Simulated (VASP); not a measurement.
# LiTi (P6/mmm) in VASP: single point with PBE

Aim: the single point of LiTi with PBE.

Program: VASP 6.6.1. These are calculated values, not measurements. Logs are shortened: lines on timing, memory, paths and dates and some standing lists are left out, and cuts for length are marked.

## (1) The cell of the first run

Symmetry: P6/mmm, No. 191, hexagonal system. Conventional cell: a = 4.811 Å, b = 4.811 Å, c = 4.499 Å, α = 90.00°, β = 90.00°, γ = 120.00°. Within 3.7 Å of Li (site symmetry -6m2) lie 9 Ti at 2.78 to 3.57 Å and 3 Li at 2.78 Å. Within 3.0 Å of Ti (site symmetry 6/mmm) lie 2 Ti at 2.25 Å. Ti (site symmetry 6/mmm) has 2 Ti at 2.25 Å and 6 Li at 2.78 Å within 3.0 Å.

The cell was generated, and may not be a known phase.

## (2) Single point, PBE

INCAR

```
SYSTEM = LiTi
PREC = Accurate
ENCUT = 520
EDIFF = 1E-6
ISMEAR = 0
SIGMA = 0.1
LREAL = .FALSE.
LASPH = .TRUE.
NELM = 100
ALGO = Normal
ISIF = 2
LWAVE = .FALSE.
LCHARG = .FALSE.
GGA = PE
NBANDS = 23
```

KPOINTS

```
Automatic mesh
0
G
  6 6 4
  0 0 0
```

POSCAR

```
LiTi
1.0
    4.8108839142      0.0000000035      0.0000000000
   -2.4054419601      4.1663476826      0.0000000000
    0.0000000000      0.0000000000      4.4988100213
Li Ti
2 2
Direct
    0.3333333333      0.6666666667      0.0000000000
    0.6666666667      0.3333333333      0.0000000000
    0.0000000000      0.0000000000      0.5000000000
    0.0000000000      0.0000000000      0.0000000000
```

Potentials or basis: VASP PAW PBE potentials, release 64 (Li_sv, Ti_sv).

The run is started by

```console
$ cat potpaw_PBE.64/Li_sv/POTCAR potpaw_PBE.64/Ti_sv/POTCAR > POTCAR
$ mpirun -np 1 vasp_std > vasp.out
```

OUTCAR:

```text
SYSTEM = LiTi
   PREC = Accurate
   ENCUT = 520
   EDIFF = 1E-6
   ISMEAR = 0
   LREAL = .FALSE.
   LASPH = .TRUE.
   NELM = 100
   ISIF = 2
   GGA = PE

 ion  position               nearest neighbor table
   1  0.333  0.667  0.000-
   2  0.667  0.333  0.000-
   3  0.000  0.000  0.500-   4 2.25   4 2.25
   4  0.000  0.000  0.000-   3 2.25   3 2.25

  LATTYP: Found a hexagonal cell.
 ALAT       =     4.8108839142
 C/A-ratio  =     0.9351316934

  Lattice vectors:

 A1 = (   4.8108839142,   0.0000000035,   0.0000000000)
 A2 = (  -2.4054419601,   4.1663476826,   0.0000000000)
 A3 = (   0.0000000000,   0.0000000000,   4.4988100213)

Analysis of symmetry for initial positions (statically):
=====================================================================
 Subroutine PRICEL returns:
 Original cell was already a primitive cell.

 Routine SETGRP: Setting up the symmetry group for a
 hexagonal supercell.

 Subroutine GETGRP returns: Found 24 space group operations
 (whereof 24 operations were pure point group operations)
 out of a pool of 24 trial point group operations.

The static configuration has the point symmetry D_6h.

Analysis of symmetry for dynamics (positions and initial velocities):
=====================================================================
 Subroutine PRICEL returns:
 Original cell was already a primitive cell.

 Routine SETGRP: Setting up the symmetry group for a
 hexagonal supercell.

 Subroutine GETGRP returns: Found 24 space group operations
 (whereof 24 operations were pure point group operations)
 out of a pool of 24 trial point group operations.

The dynamic configuration has the point symmetry D_6h.

 Subroutine INISYM returns: Found 24 space group operations
 (whereof 24 operations are pure point group operations),
 and found     1 'primitive' translations

----------------------------------------------------------------------------------------

                                     Primitive cell

  volume of cell :      90.1733

  direct lattice vectors                    reciprocal lattice vectors
     4.810883914  0.000000003  0.000000000     0.207862010  0.120009188  0.000000000
    -2.405441960  4.166347683  0.000000000    -0.000000000  0.240018375  0.000000000
     0.000000000  0.000000000  4.498810021     0.000000000  0.000000000  0.222281002

  length of vectors
     4.810883914  4.810883914  4.498810021     0.240018375  0.240018375  0.222281002

  position of ions in fractional coordinates (direct lattice)
     0.333333333  0.666666667  0.000000000
     0.666666667  0.333333333  0.000000000
     0.000000000  0.000000000  0.500000000
     0.000000000  0.000000000  0.000000000

  ion indices of the primitive-cell ions
   primitive index   ion index
                 1           1
                 2           2
                 3           3
                 4           4

----------------------------------------------------------------------------------------

 KPOINTS: Automatic mesh

Automatic generation of k-mesh.
 Grid dimensions read from file:
 generate k-points for:    6    6    4

 Generating k-lattice:

  Cartesian coordinates                     Fractional coordinates (reciprocal lattice)
     0.034643668  0.020001531  0.000000000     0.166666667 -0.000000000  0.000000000
    -0.000000000  0.040003062  0.000000000    -0.000000000  0.166666667  0.000000000
     0.000000000  0.000000000  0.055570251     0.000000000  0.000000000  0.250000000

  Length of vectors
     0.040003062  0.040003062  0.055570251

  Shift w.r.t. Gamma in fractional coordinates (k-lattice)
     0.000000000  0.000000000  0.000000000

 Subroutine IBZKPT returns following result:
 ===========================================

 Found     21 irreducible k-points:

 Following reciprocal coordinates:
            Coordinates               Weight
  0.000000  0.000000  0.000000      1.000000
  0.166667 -0.000000  0.000000      6.000000
  0.333333 -0.000000  0.000000      6.000000
  0.500000 -0.000000  0.000000      3.000000
  0.166667  0.166667  0.000000      6.000000
  0.333333  0.166667  0.000000     12.000000
[... 13 lines left out ...]
  0.333333  0.166667  0.500000     12.000000
  0.333333  0.333333  0.500000      2.000000
   k-points           NKPTS =     21   k-points in BZ     NKDIM =     21   number of bands    NBANDS=     23
   number of dos      NEDOS =    301   number of ions     NIONS =      4
   total plane-waves  NPLWV =  46656
   dimension x,y,z NGX =    36 NGY =   36 NGZ =   36
   dimension x,y,z NGXF=    72 NGYF=   72 NGZF=   72
   ions per type =               2   2
   NGX,Y,Z   is equivalent  to a cutoff of  12.44, 12.44, 13.30 a.u.
   NGXF,Y,Z  is equivalent  to a cutoff of  24.88, 24.88, 26.61 a.u.
 SYSTEM =  LiTi
   PREC   = accura    normal or accurate (medium, high low for compatibility)
   ISTART =      0    job   : 0-new  1-cont  2-samecut
   ICHARG =      2    charge: 1-file 2-atom 10-const
   ISPIN  =      1    spin polarized calculation?
   LNONCOLLINEAR =      F non collinear calculations
   LSORBIT =      F    spin-orbit coupling
   LASPH  =      T    aspherical Exc in radial PAW
   ENCUT  =  520.0 eV  38.22 Ry    6.18 a.u.   8.95  8.95  8.36*2*pi/ulx,y,z
   NELM   =    100;   NELMIN=  2; NELMDL= -5     # of ELM steps
   EDIFF  = 0.1E-05   stopping-criterion for ELM
   LREAL  =      F    real-space projection
   EDIFFG = 0.1E-04   stopping-criterion for IOM
   NSW    =      0    number of steps for IOM
   IBRION =     -1    ionic relax: 0-MD 1-quasi-New 2-CG
   NFREE  =      0    steps in history (QN), initial steepest desc. (CG)
   ISIF   =      2    stress and relaxation
   ISYM   =      2    0-nonsym 1-usesym 2-fastsym
   POTIM  = 0.5000    time-step for ionic-motion
   TEBEG  =    0.0;   TEEND  =   0.0 temperature during run
   PSTRESS=    0.0 pullay stress
   NELECT =      30.0000    total number of electrons
   NUPDOWN=      -1.0000    fix difference up-down
   EMIN   =  10.00;   EMAX   =-10.00  energy-range for DOS
   EFERMI =   0.00;   METHOD = LEGACY
   ISMEAR =     0;   SIGMA  =   0.10  broadening in eV -4-tet -1-fermi 0-gaus
   EFERMI_NEDOS =   21; number of points for ismear=-14 and -15
   IALGO  =     38    algorithm
   IMIX   =      4    mixing-type and parameters
     AMIX     =   0.40;   BMIX     =  1.00
     AMIX_MAG =   1.60;   BMIX_MAG =  1.00
  volume/ion in A,a.u.               =      22.54       152.13
  Fermi-wavevector in a.u.,A,eV,Ry     =   1.134373  2.143654 17.508007  1.286802
  Thomas-Fermi vector in A             =   2.271077
   LORBIT       =      0    0 simple, 1 ext, 2 COOP (PROOUT), +10 PAW based schemes
   GGA     = PE    functional components
   LHFCALC =     F    Hartree Fock is set to
   AEXX    =    0.0000 exact exchange contribution
   IVDW    =     0    specifies the selected vdW correction
   LEPSILON=     F    determine dielectric tensor
   LRPA    =     F    only Hartree local field effects (RPA)
 non-spin polarized calculation
 Gauss-broadening in eV      SIGMA  =   0.10
  energy-cutoff  :      520.00
  volume of cell :       90.17
 maximum number of plane-waves:      2448
 NGX is ok and might be reduce to    36
   NGX = 17   NGY = 17   NGZ = 17

 number of electron      30.0000012 magnetization

 Free energy of the ion-electron system (eV)
  ---------------------------------------------------
  ext. energy  EPLUGINS =         0.00000000
  ---------------------------------------------------
  free energy    TOTEN  =       -15.30138305 eV

  energy without entropy =      -15.27375938  energy(sigma->0) =      -15.28757121

 E-fermi :   2.5357     XC(G=0):  -8.3659

 val. band max:        2.5207517633   @ k =   0.3333   0.1667   0.5000
 cond. band min:       2.5631173388   @ k =   0.1667   0.1667   0.5000
 fundamental gap:      0.0423655755
 Fermi energy:         2.5357279127

 k-point     1 :       0.0000    0.0000    0.0000
  band No.  band energies     occupation
      1     -54.1481      2.00000
      2     -53.4957      2.00000
      3     -43.0867      2.00000
      4     -43.0595      2.00000
      5     -31.2542      2.00000
      6     -30.5438      2.00000
[... 15 lines left out ...]
     22       5.8948      0.00000
     23       7.1504      0.00000

 k-point     2 :       0.1667   -0.0000    0.0000
  band No.  band energies     occupation
      1     -54.1481      2.00000
      2     -53.4957      2.00000
      3     -43.0852      2.00000
      4     -43.0611      2.00000
      5     -31.2541      2.00000
      6     -30.5441      2.00000
[... 15 lines left out ...]
     22       5.3150      0.00000
     23       7.1494      0.00000

 k-point     3 :       0.3333   -0.0000    0.0000
  band No.  band energies     occupation
      1     -54.1481      2.00000
      2     -53.4956      2.00000
      3     -43.0812      2.00000
      4     -43.0653      2.00000
      5     -31.2540      2.00000
      6     -30.5448      2.00000
[... 15 lines left out ...]
     22       6.2752      0.00000
     23       7.1474      0.00000

 k-point     4 :       0.5000   -0.0000    0.0000
  band No.  band energies     occupation
      1     -54.1481      2.00000
      2     -53.4956      2.00000
      3     -43.0780      2.00000
      4     -43.0686      2.00000
      5     -31.2539      2.00000
      6     -30.5452      2.00000
[... 15 lines left out ...]
     22       7.1365      0.00000
     23       7.1822      0.00000

 k-point     5 :       0.1667    0.1667    0.0000
  band No.  band energies     occupation
      1     -54.1481      2.00000
      2     -53.4956      2.00000
      3     -43.0824      2.00000
      4     -43.0641      2.00000
      5     -31.2540      2.00000
      6     -30.5446      2.00000
[... 15 lines left out ...]
     22       5.9826      0.00000
     23       7.1479      0.00000

 k-point     6 :       0.3333    0.1667    0.0000
  band No.  band energies     occupation
      1     -54.1481      2.00000
      2     -53.4956      2.00000
      3     -43.0779      2.00000
      4     -43.0687      2.00000
      5     -31.2540      2.00000
      6     -30.5450      2.00000
[... 15 lines left out ...]
     22       7.0632      0.00000
     23       7.1450      0.00000

 k-point     7 :       0.3333    0.3333    0.0000
  band No.  band energies     occupation
      1     -54.1481      2.00000
      2     -53.4956      2.00000
      3     -43.0734      2.00000
      4     -43.0734      2.00000
      5     -31.2539      2.00000
      6     -30.5448      2.00000
[... 275 lines left out ...]
     22       4.5285      0.00000
     23       5.9153      0.00000

 k-point    18 :       0.5000   -0.0000    0.5000
  band No.  band energies     occupation
      1     -53.9989      2.00000
      2     -53.6617      2.00000
      3     -43.0780      2.00000
      4     -43.0686      2.00000
      5     -30.4680      2.00000
      6     -30.4671      2.00000
[... 15 lines left out ...]
     22       4.5381      0.00000
     23       5.4165      0.00000

 k-point    19 :       0.1667    0.1667    0.5000
  band No.  band energies     occupation
      1     -53.9989      2.00000
      2     -53.6617      2.00000
      3     -43.0823      2.00000
      4     -43.0641      2.00000
      5     -30.4674      2.00000
      6     -30.4670      2.00000
[... 15 lines left out ...]
     22       4.5244      0.00000
     23       6.1831      0.00000

 k-point    20 :       0.3333    0.1667    0.5000
  band No.  band energies     occupation
      1     -53.9989      2.00000
      2     -53.6617      2.00000
      3     -43.0779      2.00000
      4     -43.0687      2.00000
      5     -30.4678      2.00000
      6     -30.4672      2.00000
[... 15 lines left out ...]
     22       4.5377      0.00000
     23       5.5393      0.00000

 k-point    21 :       0.3333    0.3333    0.5000
  band No.  band energies     occupation
      1     -53.9989      2.00000
      2     -53.6617      2.00000
      3     -43.0733      2.00000
      4     -43.0733      2.00000
      5     -30.4676      2.00000
      6     -30.4676      2.00000
[... 15 lines left out ...]
     22       4.5423      0.00000
     23       5.6748      0.00000

------------------------ aborting loop because EDIFF is reached ----------------------------------------

  FORCE on cell =-STRESS in cart. coord.  units (eV):
  Direction    XX          YY          ZZ          XY          YZ          ZX
  --------------------------------------------------------------------------------------
  -------------------------------------------------------------------------------------
  Total       -0.0078175     -0.0078175      0.1148242     -0.0000000      0.0000000     -0.0000000
  in kB       -0.1388989     -0.1388989      2.0401675     -0.0000000      0.0000000     -0.0000000
  external PRESSURE =       0.5874565 kB  Pullay stress =       0.0000000 kB

 VOLUME and BASIS-vectors are now :
 -----------------------------------------------------------------------------
  energy-cutoff  :      520.00
  volume of cell :       90.17
      direct lattice vectors                 reciprocal lattice vectors
     4.810883914  0.000000003  0.000000000     0.207862010  0.120009188  0.000000000
    -2.405441960  4.166347683  0.000000000    -0.000000000  0.240018375  0.000000000
     0.000000000  0.000000000  4.498810021     0.000000000  0.000000000  0.222281002

 POSITION                                       TOTAL-FORCE (eV/Angst)
 -----------------------------------------------------------------------------------
     -0.00000      2.77757      0.00000         0.000000      0.000000     -0.000000
      2.40544      1.38878      0.00000        -0.000000     -0.000000      0.000000
      0.00000      0.00000      2.24941         0.000000      0.000000     -0.000000
      0.00000      0.00000      0.00000         0.000000      0.000000     -0.000000
 -----------------------------------------------------------------------------------
    total drift:                               -0.000000      0.000000      0.000000

  FREE ENERGIE OF THE ION-ELECTRON SYSTEM (eV)
  ---------------------------------------------------
  free  energy   TOTEN  =       -15.3013830479 eV

  energy  without entropy=      -15.2737593796  energy(sigma->0) =      -15.28757121
```

Run time: 94 s. Hardware: 1 thread of AMD EPYC 7R13, shared host; peak memory 0.18 GiB.

What came out:

```
Free energy            : -15.3014 eV
Band gap on the k mesh : zero (bands 15 and 16 overlap by 1.61 eV)
```

Caveat: the cutoff is under 1.25 times the usual one of these potentials, so pressure, stress and relaxed cells hold a basis-set (Pulay) error.

The gap in the log of VASP goes by the Fermi energy; the results here count the filled bands.